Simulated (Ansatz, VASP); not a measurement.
# Two plane-wave programs on AgCl

```xyz
2
Lattice="0.0000 2.9950 2.5513 2.9950 0.0000 2.5513 2.9950 2.9950 0.0000" Properties=species:S:1:pos:R:3 pbc="T T T"
Ag    2.9950    2.9950    2.5513
Cl    0.0000    0.0000    0.0000
```

Change from the starting cell: strain +0.080 along x and y, -0.080 along z, atoms carried along.

Alike in both runs: task single point; functional r2SCAN; k mesh 8 × 8 × 8; occupations gaussian, width 0.05 eV; no spin polarisation.

|  | VASP | Ansatz |
| --- | --- | --- |
| version | VASP 6.6.1 | Ansatz 0.2.0 |
| potentials or method | VASP PAW PBE potentials, release 64 (Ag, Cl), cutoff 550 eV | scalar-relativistic, plane waves, PAW |
| valence electrons in the cell | 18 | 26 |

Ansatz gave:

* gap on the k mesh at the Fermi level (eV): 1.28
* least direct gap on the mesh (eV): 3.68
* pressure (GPa): -1.0
* traceless stress, the component that is largest in VASP (GPa): 2.23

Q: Which values does VASP return?

A: gap on the k mesh at the Fermi level (eV): 1.23; least direct gap on the mesh (eV): 3.67; pressure (GPa): -1.0; traceless stress, the component that is largest in VASP (GPa): 2.14.

VASP's potentials were made for PBE, not for r2SCAN. VASP's potentials hold 18 valence electrons a cell and Ansatz's 26, so a difference there can come from the potentials and not from the codes.
